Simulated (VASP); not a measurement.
# Li2Se (Fm-3m) in VASP: further runs

Runs on Li2Se. Level: r2SCAN. Tasks: single point.

Program: VASP 6.6.1. These are calculated values, not measurements. Logs are shortened: lines on timing, memory, paths and dates and some standing lists are left out, and cuts for length are marked.

## 1. The cell of the first run

The structure is cubic, space group Fm-3m (No. 225). Conventional cell: a = 5.987 Å, b = 5.987 Å, c = 5.987 Å, α = 90.00°, β = 90.00°, γ = 90.00°. Within 3.4 Å of Li (site symmetry -43m) lie 4 Se at 2.59 Å and 6 Li at 2.99 Å. Se (site symmetry m-3m) has 8 Li at 2.59 Å within 3.4 Å.

## 2. Single point, r2SCAN

Contents of POSCAR:

```
Li2Se
1.0
    0.0000000000      2.9934090211      2.9934090211
    2.9934090211      0.0000000000      2.9934090211
    2.9934090211      2.9934090211      0.0000000000
Li Se
2 1
Direct
    0.2500000000      0.2500000000      0.2500000000
    0.7500000000      0.7500000000      0.7500000000
    0.0000000000      0.0000000000      0.0000000000
```

Contents of INCAR.step1:

```
ALGO = Normal
EDIFF = 1E-5
ENCUT = 830
GGA = PE
GGA_COMPAT = False
ISMEAR = 0
LASPH = True
LCHARG = False
LREAL = False
LWAVE = True
NBANDS = 13
NELM = 120
PREC = Accurate
SIGMA = 0.02
```

Contents of INCAR.step2:

```
ALGO = Normal
EDIFF = 1E-6
ENCUT = 830
GGA_COMPAT = False
ISIF = 2
ISMEAR = 0
ISTART = 1
LASPH = True
LCHARG = True
LELF = True
LMIXTAU = True
LREAL = False
LVHAR = True
LWAVE = False
METAGGA = R2SCAN
NBANDS = 13
NELM = 120
PREC = Accurate
SIGMA = 0.02
```

Contents of KPOINTS:

```
k-points
0
Gamma
  8 8 8
```

Potentials or basis: VASP PAW PBE potentials, release 64 (Li_sv, Se).

Run with:

```
$ cat potpaw_PBE.64/Li_sv/POTCAR potpaw_PBE.64/Se/POTCAR > POTCAR
$ cp INCAR.step1 INCAR
$ mpirun -np 1 vasp_std > vasp.out
$ cp INCAR.step2 INCAR
$ mpirun -np 1 vasp_std > vasp.out
```

OUTCAR:

```text
EDIFF = 1E-6
   ENCUT = 830
   ISIF = 2
   ISMEAR = 0
   ISTART = 1
   LASPH = True
   LREAL = False
   METAGGA = R2SCAN
   NELM = 120
   PREC = Accurate

 ion  position               nearest neighbor table
   1  0.250  0.250  0.250-   3 2.59   3 2.59   3 2.59   3 2.59
   2  0.750  0.750  0.750-   3 2.59   3 2.59   3 2.59   3 2.59
   3  0.000  0.000  0.000-   1 2.59   2 2.59   2 2.59   2 2.59   2 2.59   1 2.59   1 2.59   1 2.59

  LATTYP: Found a face centered cubic cell.
 ALAT       =     5.9868180422

  Lattice vectors:

 A1 = (   0.0000000000,   2.9934090211,   2.9934090211)
 A2 = (   2.9934090211,   0.0000000000,   2.9934090211)
 A3 = (   2.9934090211,   2.9934090211,   0.0000000000)

Analysis of symmetry for initial positions (statically):
=====================================================================
 Subroutine PRICEL returns:
 Original cell was already a primitive cell.

 Routine SETGRP: Setting up the symmetry group for a
 face centered cubic supercell.

 Subroutine GETGRP returns: Found 48 space group operations
 (whereof 48 operations were pure point group operations)
 out of a pool of 48 trial point group operations.

The static configuration has the point symmetry O_h .

Analysis of symmetry for dynamics (positions and initial velocities):
=====================================================================
 Subroutine PRICEL returns:
 Original cell was already a primitive cell.

 Routine SETGRP: Setting up the symmetry group for a
 face centered cubic supercell.

 Subroutine GETGRP returns: Found 48 space group operations
 (whereof 48 operations were pure point group operations)
 out of a pool of 48 trial point group operations.

The dynamic configuration has the point symmetry O_h .

 Subroutine INISYM returns: Found 48 space group operations
 (whereof 48 operations are pure point group operations),
 and found     1 'primitive' translations

----------------------------------------------------------------------------------------

                                     Primitive cell

  volume of cell :      53.6449

  direct lattice vectors                    reciprocal lattice vectors
     0.000000000  2.993409021  2.993409021    -0.167033638  0.167033638  0.167033638
     2.993409021  0.000000000  2.993409021     0.167033638 -0.167033638  0.167033638
     2.993409021  2.993409021  0.000000000     0.167033638  0.167033638 -0.167033638

[... 94 lines left out ...]
   TEBEG  =    0.0;   TEEND  =   0.0 temperature during run
   PSTRESS=    0.0 pullay stress
   NELECT =      12.0000    total number of electrons
   NUPDOWN=      -1.0000    fix difference up-down
   EMIN   =  10.00;   EMAX   =-10.00  energy-range for DOS
   EFERMI =   0.00;   METHOD = LEGACY
   ISMEAR =     0;   SIGMA  =   0.02  broadening in eV -4-tet -1-fermi 0-gaus
   EFERMI_NEDOS =   21; number of points for ismear=-14 and -15
   IALGO  =     38    algorithm
   IMIX   =      4    mixing-type and parameters
     AMIX     =   0.40;   BMIX     =  1.00
     AMIX_MAG =   1.60;   BMIX_MAG =  1.00
  volume/ion in A,a.u.               =      17.88       120.67
  Fermi-wavevector in a.u.,A,eV,Ry     =   0.993785  1.877982 13.437236  0.987609
  Thomas-Fermi vector in A             =   2.125691
   LORBIT       =      0    0 simple, 1 ext, 2 COOP (PROOUT), +10 PAW based schemes
   METAGGA = R2SCAN    functional components
   LHFCALC =     F    Hartree Fock is set to
   AEXX    =    0.0000 exact exchange contribution
   IVDW    =     0    specifies the selected vdW correction
   LEPSILON=     F    determine dielectric tensor
   LRPA    =     F    only Hartree local field effects (RPA)
 non-spin polarized calculation
 Gauss-broadening in eV      SIGMA  =   0.02
  energy-cutoff  :      830.00
  volume of cell :       53.64
 maximum number of plane-waves:      2936
   NGX = 19   NGY = 19   NGZ = 19

 number of electron      12.0000003 magnetization

 Free energy of the ion-electron system (eV)
  ---------------------------------------------------
  ext. energy  EPLUGINS =         0.00000000
  ---------------------------------------------------
  free energy    TOTEN  =       -23.43932008 eV

  energy without entropy =      -23.43932008  energy(sigma->0) =      -23.43932008

 E-fermi :   0.9048     XC(G=0):  -8.6550

 val. band max:        0.7536207724   @ k =   0.0000   0.0000   0.0000
 cond. band min:       4.2109010233   @ k =   0.5000   0.5000   0.0000
 fundamental gap:      3.4572802509
 Fermi energy:         0.9048170888

 k-point     1 :       0.0000    0.0000    0.0000
  band No.  band energies     occupation
      1     -45.3889      2.00000
      2     -45.3651      2.00000
      3     -11.0399      2.00000
      4       0.7536      2.00000
      5       0.7536      2.00000
      6       0.7536      2.00000
      7       4.9301      0.00000
      8       7.0646      0.00000
      9       7.0646      0.00000
     10       7.0646      0.00000
     11      11.9602      0.00000
     12      11.9602      0.00000
     13      12.6860      0.00000
[... 354 lines left out ...]
  band No.  band energies     occupation
      1     -45.3765      2.00000
      2     -45.3765      2.00000
      3     -10.5954      2.00000
      4      -1.8683      2.00000
      5      -0.5462      2.00000
      6      -0.1774      2.00000
      7       6.7108      0.00000
      8       7.3210      0.00000
      9       9.1825      0.00000
     10       9.9298      0.00000
     11      11.0620      0.00000
     12      12.4807      0.00000
     13      14.3234      0.00000

 [... further k-points ...]

------------------------ aborting loop because EDIFF is reached ----------------------------------------

  FORCE on cell =-STRESS in cart. coord.  units (eV):
  Direction    XX          YY          ZZ          XY          YZ          ZX
  --------------------------------------------------------------------------------------
  -------------------------------------------------------------------------------------
  Total       -0.0515388     -0.0515388     -0.0515388     -0.0000000     -0.0000000     -0.0000000
  in kB       -1.5392769     -1.5392769     -1.5392769     -0.0000000     -0.0000000     -0.0000000
  external PRESSURE =      -1.5392769 kB  Pullay stress =       0.0000000 kB

 VOLUME and BASIS-vectors are now :
 -----------------------------------------------------------------------------
  energy-cutoff  :      830.00
  volume of cell :       53.64
      direct lattice vectors                 reciprocal lattice vectors
     0.000000000  2.993409021  2.993409021    -0.167033638  0.167033638  0.167033638
     2.993409021  0.000000000  2.993409021     0.167033638 -0.167033638  0.167033638
     2.993409021  2.993409021  0.000000000     0.167033638  0.167033638 -0.167033638

 POSITION                                       TOTAL-FORCE (eV/Angst)
 -----------------------------------------------------------------------------------
      1.49670      1.49670      1.49670         0.000000      0.000000      0.000000
      4.49011      4.49011      4.49011        -0.000000     -0.000000     -0.000000
      0.00000      0.00000      0.00000         0.000000      0.000000      0.000000
 -----------------------------------------------------------------------------------
    total drift:                                0.000000     -0.000000      0.000000

  FREE ENERGIE OF THE ION-ELECTRON SYSTEM (eV)
  ---------------------------------------------------
  free  energy   TOTEN  =       -23.4393200761 eV

  energy  without entropy=      -23.4393200761  energy(sigma->0) =      -23.43932008
```

It took 1.8 min on 1 thread of Intel Xeon Platinum 8488C (Sapphire Rapids), shared host; peak memory 0.27 GiB.

Results:

```yaml
Free_energy: -23.4393 eV
Pressure: -0.2 GPa
Band_gap_on_the_k_mesh: 3.46 eV (least direct gap 4.18 eV)
```

Levels at points of the mesh, in eV from the valence-band top:
```tsv
k point	band 4	band 5	band 6	band 7	band 8	band 9
(0.00, 0.00, 0.00)	0.00	0.00	0.00	4.18	6.31	6.31
(0.50, 0.00, 0.00)	-2.92	-0.53	-0.53	5.98	6.60	6.60
(0.50, 0.50, 0.00)	-2.27	-1.45	-1.45	3.46	7.00	11.38
```

Caveat: the PAW data sets were made with another functional, which shifts forces and pressure a little. A k mesh can miss the band edges.

## 3. Single point, r2SCAN

POSCAR is that of step 2.

Contents of INCAR.step1:

```
SYSTEM = Li2Se
PREC = Accurate ; ENCUT = 830
ISMEAR = 0 ; SIGMA = 0.02
LREAL = .False. ; LASPH = .True.
NELM = 120 ; NBANDS = 13
GGA = PE ; ALGO = Normal
EDIFF = 1E-5 ; LWAVE = .True.
LCHARG = .False. ; GGA_COMPAT = .False.
```

Contents of INCAR.step2:

```
SYSTEM = Li2Se
PREC = Accurate ; ENCUT = 830
EDIFF = 1E-6 ; ISMEAR = 0
SIGMA = 0.02 ; LREAL = .False.
LASPH = .True. ; NELM = 120
ALGO = Normal ; ISIF = 2
LWAVE = .False. ; LCHARG = .False.
METAGGA = R2SCAN ; LMIXTAU = .True.
NBANDS = 13 ; ISTART = 1
GGA_COMPAT = .False.
```

Contents of KPOINTS:

```
regular mesh
0
Gamma
  8 8 8
  0 0 0
```

Potentials or basis: VASP PAW PBE potentials, release 64 (Li_sv, Se).

Run with:

```
$ cat potpaw_PBE.64/Li_sv/POTCAR potpaw_PBE.64/Se/POTCAR > POTCAR
$ cp INCAR.step1 INCAR
$ mpirun -np 1 vasp_std > vasp.out
$ cp INCAR.step2 INCAR
$ mpirun -np 1 vasp_std > vasp.out
```

It took 1.8 min on 1 thread of Intel Xeon Platinum 8488C (Sapphire Rapids), shared host; peak memory 0.27 GiB.

It converged, with:

| Property | Result |
| --- | --- |
| Free energy | -23.4393 eV |
| Pressure | -0.2 GPa |
| Band gap on the k mesh | 3.46 eV (least direct gap 4.18 eV) |

Levels at points of the mesh, in eV from the valence-band top:
```
           k point  band 2  band 3  band 4  band 5  band 6  band 7  band 8  band 9  band 10  band 11
(0.00, 0.00, 0.00)  -46.12  -11.79    0.00    0.00    0.00    4.18    6.31    6.31     6.31    11.21
(0.50, 0.00, 0.00)  -46.13  -11.41   -2.92   -0.53   -0.53    5.98    6.60    6.60     8.64    12.66
(0.50, 0.50, 0.00)  -46.13  -11.29   -2.27   -1.45   -1.45    3.46    7.00   11.38    11.38    12.67
```

Caveat: the PAW data sets were made with another functional, which shifts forces and pressure a little.
